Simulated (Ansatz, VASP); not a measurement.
**BN in VASP and in Ansatz**

```
B N
1.0
    -0.03682    1.76801    1.76801
     1.76801   -0.03682    1.76801
     1.76801    1.76801   -0.03682
B N
1 1
Direct
  0.99962 0.99962 0.99962
  0.25038 0.25038 0.25038
```

Change from the starting cell: shear_111 strain -3.1%.

Alike in both runs: task single point; functional HSE06; k mesh 8 × 8 × 8; no spin polarisation.

|  | VASP | Ansatz |
| --- | --- | --- |
| version | VASP 6.6.1 | Ansatz 0.2.0 |
| potentials or method | VASP PAW PBE potentials, release 64 (B, N) | plane waves, PAW |
| plane-wave cutoff (eV) | 520 | 420 |
| occupations | gaussian, width 0.01 eV | fixed |
| valence electrons in the cell | 8 | 8 |

Ansatz gave:

* gap on the k mesh at the Fermi level (eV): 5.70
* pressure (GPa): 8.7
* traceless stress, the component that is largest in VASP (GPa): 10.50
* rms of the force components (eV/Å): 0.015

Q: What did VASP give for the same quantities?

A: gap on the k mesh at the Fermi level (eV): 5.69; pressure (GPa): 9.4; traceless stress, the component that is largest in VASP (GPa): 10.57; rms of the force components (eV/Å): 0.019.

Atom by atom the forces differ by 0.004 eV/Å (rms over components). Ansatz's warnings: stress exchange threshold loose, stress scf threshold loose.
